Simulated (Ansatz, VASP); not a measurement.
One calculation of SrCl2, two programs

```
CELL_PARAMETERS angstrom
0.00000 3.48835 3.48835
3.48835 0.00000 3.48835
3.48835 3.48835 0.00000
ATOMIC_POSITIONS crystal
Sr 0.00000 0.00000 0.00000
Cl 0.75000 0.75000 0.75000
Cl 0.25000 0.25000 0.25000
```

Alike in both runs: functional PBE; k mesh 4 × 4 × 4; occupations fermi-dirac, width 0.05 eV; no spin polarisation.

|  | VASP | Ansatz |
| --- | --- | --- |
| version | VASP 6.6.1 | Ansatz 0.2.0 |
| potentials or method | VASP PAW PBE potentials, release 64 (Sr_sv, Cl) | Ansatz PAW |
| plane-wave cutoff (eV) | 520 | 420 |
| valence electrons in the cell | 24 | 24 |
| task | single point | projected density of states |

```csv
,VASP,Ansatz,Ansatz less VASP
gap on the k mesh at the Fermi level (eV),5.34,5.34,+0.005
least direct gap on the mesh (eV),5.51,5.51,+0.003
pressure (GPa),1.1,1.0,-0.09
```
